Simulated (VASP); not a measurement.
# Sc (P6_3/mmc) in VASP: a series of runs

The runs below take Sc through electric field gradients, with LDA.

All numbers are computed with VASP 6.6.1; they aren't measurements. Logs are shortened: lines on timing, memory, paths and dates and some standing lists are left out, and cuts for length are marked.

## Step 1: The cell of the first run

Symmetry: P6_3/mmc, No. 194, hexagonal system. Conventional cell: a = 3.331 Å, b = 3.331 Å, c = 5.303 Å, α = 90.00°, β = 90.00°, γ = 120.00°. Within 4.3 Å of Sc (site symmetry -6m2) lie 12 Sc at 3.28 to 3.33 Å.

## Step 2: Electric field gradients, LDA (volume scaled by 1.02)

INCAR reads:

```
PREC = Accurate
ENCUT = 520
EDIFF = 1E-8
ISMEAR = -1
SIGMA = 0.03
LREAL = F
LASPH = T
NELM = 80
ALGO = Normal
ISIF = 2
LWAVE = F
LCHARG = F
LEFG = T
NBANDS = 18
```

KPOINTS reads:

```
regular mesh
0
Gamma
  13 13 7
```

POSCAR reads:

```
Sc
1.0
    3.3307111048      0.0000000000      0.0000000000
   -1.6653555523      2.8844804293      0.0000000000
    0.0000000000      0.0000000000      5.3028884340
Sc
2
Direct
    0.3333333333      0.6666666667      0.2500000000
    0.6666666667      0.3333333333      0.7500000000
```

Potentials or basis: VASP PAW LDA potentials, release 64 (Sc_sv).

The run is started by

```
cat potpaw_LDA.64/Sc_sv/POTCAR > POTCAR
mpirun -np 1 vasp_std > vasp.out
```

OUTCAR:

```text
PREC = Accurate
   ENCUT = 520
   EDIFF = 1E-8
   ISMEAR = -1
   LREAL = F
   LASPH = T
   NELM = 80
   ISIF = 2

 ion  position               nearest neighbor table
   1  0.333  0.667  0.250-   2 3.28   2 3.28   2 3.28   2 3.28   2 3.28   2 3.28
   2  0.667  0.333  0.750-   1 3.28   1 3.28   1 3.28   1 3.28   1 3.28   1 3.28

  LATTYP: Found a hexagonal cell.
 ALAT       =     3.3307111048
 C/A-ratio  =     1.5921190002

  Lattice vectors:

 A1 = (   3.3307111048,   0.0000000000,   0.0000000000)
 A2 = (  -1.6653555523,   2.8844804293,   0.0000000000)
 A3 = (   0.0000000000,   0.0000000000,   5.3028884340)

Analysis of symmetry for initial positions (statically):
=====================================================================
 Subroutine PRICEL returns:
 Original cell was already a primitive cell.

 Routine SETGRP: Setting up the symmetry group for a
 hexagonal supercell.

 Subroutine GETGRP returns: Found 24 space group operations
 (whereof 12 operations were pure point group operations)
 out of a pool of 24 trial point group operations.

The static configuration has the point symmetry D_3d.
 The point group associated with its full space group is D_6h.

Analysis of symmetry for dynamics (positions and initial velocities):
=====================================================================
 Subroutine PRICEL returns:
 Original cell was already a primitive cell.

 Routine SETGRP: Setting up the symmetry group for a
 hexagonal supercell.

 Subroutine GETGRP returns: Found 24 space group operations
 (whereof 12 operations were pure point group operations)
 out of a pool of 24 trial point group operations.

The dynamic configuration has the point symmetry D_3d.
 The point group associated with its full space group is D_6h.

 Subroutine INISYM returns: Found 24 space group operations
 (whereof 12 operations are pure point group operations),
 and found     1 'primitive' translations

----------------------------------------------------------------------------------------

                                     Primitive cell

  volume of cell :      50.9468

  direct lattice vectors                    reciprocal lattice vectors
     3.330711105  0.000000000  0.000000000     0.300236186  0.173341443  0.000000000
    -1.665355552  2.884480429  0.000000000     0.000000000  0.346682886  0.000000000
     0.000000000  0.000000000  5.302888434     0.000000000  0.000000000  0.188576473

  length of vectors
     3.330711105  3.330711105  5.302888434     0.346682886  0.346682886  0.188576473

  position of ions in fractional coordinates (direct lattice)
     0.333333333  0.666666667  0.250000000
     0.666666667  0.333333333  0.750000000

  ion indices of the primitive-cell ions
   primitive index   ion index
                 1           1
                 2           2

----------------------------------------------------------------------------------------

 KPOINTS: regular mesh

Automatic generation of k-mesh.
 Grid dimensions read from file:
 generate k-points for:   13   13    7

 Generating k-lattice:

  Cartesian coordinates                     Fractional coordinates (reciprocal lattice)
     0.023095091  0.013333957  0.000000000     0.076923077  0.000000000  0.000000000
     0.000000000  0.026667914  0.000000000     0.000000000  0.076923077  0.000000000
     0.000000000  0.000000000  0.026939496     0.000000000  0.000000000  0.142857143

  Length of vectors
     0.026667914  0.026667914  0.026939496

  Shift w.r.t. Gamma in fractional coordinates (k-lattice)
     0.000000000  0.000000000  0.000000000

 Subroutine IBZKPT returns following result:
 ===========================================

 Found     84 irreducible k-points:

 Following reciprocal coordinates:
            Coordinates               Weight
  0.000000  0.000000  0.000000      1.000000
  0.076923  0.000000  0.000000      6.000000
  0.153846 -0.000000  0.000000      6.000000
  0.230769 -0.000000  0.000000      6.000000
  0.307692 -0.000000  0.000000      6.000000
  0.384615  0.000000  0.000000      6.000000
[... 16 lines left out ...]
  0.076923  0.000000  0.142857     12.000000
  0.153846 -0.000000  0.142857     12.000000
 [... further k-points ...]
   k-points           NKPTS =     84   k-points in BZ     NKDIM =     84   number of bands    NBANDS=     18
   number of dos      NEDOS =    301   number of ions     NIONS =      2
   total plane-waves  NPLWV =  31360
   dimension x,y,z NGX =    28 NGY =   28 NGZ =   40
   dimension x,y,z NGXF=    56 NGYF=   56 NGZF=   80
   ions per type =               2
   NGX,Y,Z   is equivalent  to a cutoff of  13.98, 13.98, 12.54 a.u.
   NGXF,Y,Z  is equivalent  to a cutoff of  27.95, 27.95, 25.08 a.u.
 SYSTEM =  unknown system
   PREC   = accura    normal or accurate (medium, high low for compatibility)
   ISTART =      0    job   : 0-new  1-cont  2-samecut
   ICHARG =      2    charge: 1-file 2-atom 10-const
   ISPIN  =      1    spin polarized calculation?
   LNONCOLLINEAR =      F non collinear calculations
   LSORBIT =      F    spin-orbit coupling
   LASPH  =      T    aspherical Exc in radial PAW
   ENCUT  =  520.0 eV  38.22 Ry    6.18 a.u.   6.19  6.19  9.86*2*pi/ulx,y,z
   NELM   =     80;   NELMIN=  2; NELMDL= -5     # of ELM steps
   EDIFF  = 0.1E-07   stopping-criterion for ELM
   LREAL  =      F    real-space projection
   EDIFFG = 0.1E-06   stopping-criterion for IOM
   NSW    =      0    number of steps for IOM
   IBRION =     -1    ionic relax: 0-MD 1-quasi-New 2-CG
   NFREE  =      0    steps in history (QN), initial steepest desc. (CG)
   ISIF   =      2    stress and relaxation
   ISYM   =      2    0-nonsym 1-usesym 2-fastsym
   POTIM  = 0.5000    time-step for ionic-motion
   TEBEG  =    0.0;   TEEND  =   0.0 temperature during run
   PSTRESS=    0.0 pullay stress
   NELECT =      22.0000    total number of electrons
   NUPDOWN=      -1.0000    fix difference up-down
   EMIN   =  10.00;   EMAX   =-10.00  energy-range for DOS
   EFERMI =   0.00;   METHOD = LEGACY
   ISMEAR =    -1;   SIGMA  =   0.03  broadening in eV -4-tet -1-fermi 0-gaus
   EFERMI_NEDOS =   21; number of points for ismear=-14 and -15
   IALGO  =     38    algorithm
   IMIX   =      4    mixing-type and parameters
     AMIX     =   0.40;   BMIX     =  1.00
     AMIX_MAG =   1.60;   BMIX_MAG =  1.00
  volume/ion in A,a.u.               =      25.47       171.90
  Fermi-wavevector in a.u.,A,eV,Ry     =   1.237400  2.338347 20.832673  1.531158
  Thomas-Fermi vector in A             =   2.371968
   LORBIT       =      0    0 simple, 1 ext, 2 COOP (PROOUT), +10 PAW based schemes
   GGA     = CA    functional components
   LHFCALC =     F    Hartree Fock is set to
   AEXX    =    0.0000 exact exchange contribution
   IVDW    =     0    specifies the selected vdW correction
   LEPSILON=     F    determine dielectric tensor
   LRPA    =     F    only Hartree local field effects (RPA)
 non-spin polarized calculation
  energy-cutoff  :      520.00
  volume of cell :       50.95
 maximum number of plane-waves:      1388
 NGX is ok and might be reduce to    28
   NGX = 13   NGY = 13   NGZ = 19

 number of electron      22.0000003 magnetization

 Free energy of the ion-electron system (eV)
  ---------------------------------------------------
  ext. energy  EPLUGINS =         0.00000000
  ---------------------------------------------------
  free energy    TOTEN  =       -13.32810851 eV

  energy without entropy =      -13.31385461  energy(sigma->0) =      -13.32098156

 E-fermi :   3.2792     XC(G=0): -10.0089

 val. band max:        3.2783099154   @ k =   0.2308  -0.0000   0.2857
 cond. band min:       3.2808637310   @ k =   0.3846   0.0000   0.4286
 fundamental gap:      0.0025538156
 Fermi energy:         3.2791651386

 k-point     1 :       0.0000    0.0000    0.0000
  band No.  band energies     occupation
      1     -45.6293      2.00000
      2     -45.5690      2.00000
      3     -24.7666      2.00000
      4     -24.4582      2.00000
      5     -24.4582      2.00000
      6     -24.4027      2.00000
[... 10 lines left out ...]
     17       5.5225      0.00000
     18       5.5225      0.00000
[... 463 lines left out ...]
 k-point    24 :       0.1538   -0.0000    0.1429
  band No.  band energies     occupation
      1     -45.6165      2.00000
      2     -45.5678      2.00000
      3     -24.7248      2.00000
      4     -24.5087      2.00000
      5     -24.4730      2.00000
      6     -24.4706      2.00000
[... 10 lines left out ...]
     17       5.5701      0.00000
     18       5.6007      0.00000

 [... further k-points ...]

------------------------ aborting loop because EDIFF is reached ----------------------------------------

  FORCE on cell =-STRESS in cart. coord.  units (eV):
  Direction    XX          YY          ZZ          XY          YZ          ZX
  --------------------------------------------------------------------------------------
  -------------------------------------------------------------------------------------
  Total       -1.7476292     -1.7476292     -2.2968469     -0.0000000      0.0000000     -0.0000000
  in kB      -54.9595073    -54.9595073    -72.2313235     -0.0000000      0.0000000     -0.0000000
  external PRESSURE =     -60.7167794 kB  Pullay stress =       0.0000000 kB

 VOLUME and BASIS-vectors are now :
 -----------------------------------------------------------------------------
  energy-cutoff  :      520.00
  volume of cell :       50.95
      direct lattice vectors                 reciprocal lattice vectors
     3.330711105  0.000000000  0.000000000     0.300236186  0.173341443  0.000000000
    -1.665355552  2.884480429  0.000000000     0.000000000  0.346682886  0.000000000
     0.000000000  0.000000000  5.302888434     0.000000000  0.000000000  0.188576473

 POSITION                                       TOTAL-FORCE (eV/Angst)
 -----------------------------------------------------------------------------------
     -0.00000      1.92299      1.32572         0.000000     -0.000000      0.000000
      1.66536      0.96149      3.97717         0.000000      0.000000      0.000000
 -----------------------------------------------------------------------------------
    total drift:                               -0.000000      0.000000     -0.000000

  FREE ENERGIE OF THE ION-ELECTRON SYSTEM (eV)
  ---------------------------------------------------
  free  energy   TOTEN  =       -13.3281085110 eV

  energy  without entropy=      -13.3138546073  energy(sigma->0) =      -13.32098156

 Electric field gradients (V/A^2)
---------------------------------------------------------------------
 ion       V_xx      V_yy      V_zz      V_xy      V_xz      V_yz
---------------------------------------------------------------------
   1      -4.528    -4.527     9.055     0.001     0.000    -0.000
   2      -4.528    -4.527     9.055     0.001    -0.000     0.000
---------------------------------------------------------------------

 Electric field gradients after diagonalization (V/A^2)
 (convention: |V_zz| > |V_xx| > |V_yy|)
----------------------------------------------------------------------
 ion       V_xx      V_yy      V_zz     asymmetry (V_yy - V_xx)/ V_zz
----------------------------------------------------------------------
   1      -4.528    -4.527     9.055       0.000
   2      -4.528    -4.527     9.055       0.000
----------------------------------------------------------------------

           NMR quadrupolar parameters

 Cq : quadrupolar parameter    Cq=e*Q*V_zz/h
 eta: asymmetry parameters     (V_yy - V_xx)/ V_zz
 Q  : nuclear electric quadrupole moment in mb (millibarn)
----------------------------------------------------------------------
 ion       Cq(MHz)       eta       Q (mb)
----------------------------------------------------------------------
   1       0.022       0.000       1.000
   2       0.022       0.000       1.000
----------------------------------------------------------------------
```

Wall time 33 s (1 thread of Intel Xeon 6975P-C (Granite Rapids), shared host); peak memory 0.19 GiB.

Results:

```
Free energy            : -13.3281 eV
Pressure               : -6.1 GPa
Band gap on the k mesh : zero (band 11 reaches 3.97 eV, above the bottom of band 12 at 2.82 eV)
```

Stress tensor (GPa, compression positive):
```
-5.50  0.00  0.00
 0.00 -5.50  0.00
 0.00  0.00 -7.22
```

Levels at points of the mesh, in eV from the Fermi level:
```csv
k point,band 7,band 8,band 9,band 10,band 11,band 12,band 13,band 14,band 15,band 16
"(0.00, 0.00, 0.00)",-27.68,-27.66,-5.03,-1.65,0.48,1.50,1.50,1.62,1.89,1.89
```

Electric field gradients, principal values (V/Å²):
```csv
atom,least,middle,greatest (by size)
1 Sc,-4.527,-4.528,9.055
2 Sc,-4.527,-4.528,9.055
```

Caveat: without QUAD_EFG the Cq values of the log hold for a quadrupole moment of 1 mb, not for the nuclei.

(Part 1 of 3 ends here.)
